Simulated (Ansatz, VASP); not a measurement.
AlP7 in VASP and in Ansatz

File INCAR:

```
SYSTEM = AlP7
PREC     = Accurate       ! precision mode
ENCUT    = 600            ! plane-wave cutoff, eV
EDIFF    = 1E-6           ! SCF threshold, eV
ISMEAR   = 0              ! smearing method
SIGMA    = 0.1            ! smearing width, eV
LREAL    = .FALSE.        ! projectors in reciprocal space
LASPH    = .TRUE.         ! aspherical terms in the spheres
NELM     = 80             ! most SCF steps
ALGO     = Normal         ! electronic algorithm
ISIF     = 3              ! what is computed and relaxed
LWAVE    = .FALSE.        ! write WAVECAR
LCHARG   = .FALSE.        ! write CHGCAR
GGA      = PE             ! functional
IBRION   = 2              ! ionic algorithm
NSW      = 100            ! ionic steps
EDIFFG   = -0.01          ! ionic threshold
```

KPOINTS

```
regular mesh
0
G
  8 8 8
  0 0 0
```

POSCAR

```
AlP7
1.0
    5.4312159998      0.0000000000      0.0000000000
    0.0000000000      5.4312159998      0.0000000000
    0.0000000000      0.0000000000      5.4312159998
Al P
1 7
Direct
    0.0000000000      0.0000000000      0.0000000000
    0.2642867253      0.2642867253      0.2642867253
    0.0000000000      0.5000000000      0.5000000000
    0.5000000000      0.5000000000      0.0000000000
    0.5000000000      0.0000000000      0.5000000000
    0.7357132747      0.2642867253      0.7357132747
    0.7357132747      0.7357132747      0.2642867253
    0.2642867253      0.7357132747      0.7357132747
```

Input for Ansatz:

```yaml
crystal:
  lattice:
    - [5.4312159998, 0.0, 0.0]
    - [0.0, 5.4312159998, 0.0]
    - [0.0, 0.0, 5.4312159998]
  atoms:
    - { symbol: Al, position: [0.0, 0.0, 0.0] }
    - { symbol: P, position: [0.2642867253, 0.2642867253, 0.2642867253] }
    - { symbol: P, position: [0.0, 0.5, 0.5] }
    - { symbol: P, position: [0.5, 0.5, 0.0] }
    - { symbol: P, position: [0.5, 0.0, 0.5] }
    - { symbol: P, position: [0.7357132747, 0.2642867253, 0.7357132747] }
    - { symbol: P, position: [0.7357132747, 0.7357132747, 0.2642867253] }
    - { symbol: P, position: [0.2642867253, 0.7357132747, 0.7357132747] }
basis:
  ecutwfc: 420
kpoints:
  mp_grid: { grid: [8, 8, 8] }
hamiltonian:
  xc: pbe
scf:
  occupations: { method: gaussian, width: 0.1 }
output:
  forces: true
  stress: true
  eigenvalues: true
  write_density: true
  write_potential: true
  elf: true
  volumetric_format: npy
relax:
  adjacent_minimum: "off"
  f_tol: 0.01
  max_steps: 80
  cell: { stress_tol: 0.05 }
```

Change from the starting cell: species swapped into the Si7Ge type (P-43m, No. 215).

Alike in both runs: task relaxation of cell and atoms; functional PBE; k mesh 8 × 8 × 8; occupations gaussian, width 0.1 eV; no spin polarisation.

```csv
,VASP,Ansatz
version,VASP 6.6.1,Ansatz 0.2.0
potentials or method,"VASP PAW PBE potentials, release 64 (Al, P), cutoff 600 eV","scalar-relativistic, plane waves, PAW"
valence electrons in the cell,38,38
```

Ansatz gave:

| Quantity | Value |
| --- | --- |
| gap on the k mesh at the Fermi level, each at its own relaxed structure (eV) | none |
| relaxed volume (Å³/atom) | 19.93 |
| relaxed cell length with the largest relative difference (Å) | 5.422 |

Problem. Estimate VASP's values.

Solution. gap on the k mesh at the Fermi level, each at its own relaxed structure (eV): none; relaxed volume (Å³/atom): 19.88; relaxed cell length with the largest relative difference (Å): 5.418.

A gap of «none» marks a metal or a gap that the smearing closes.
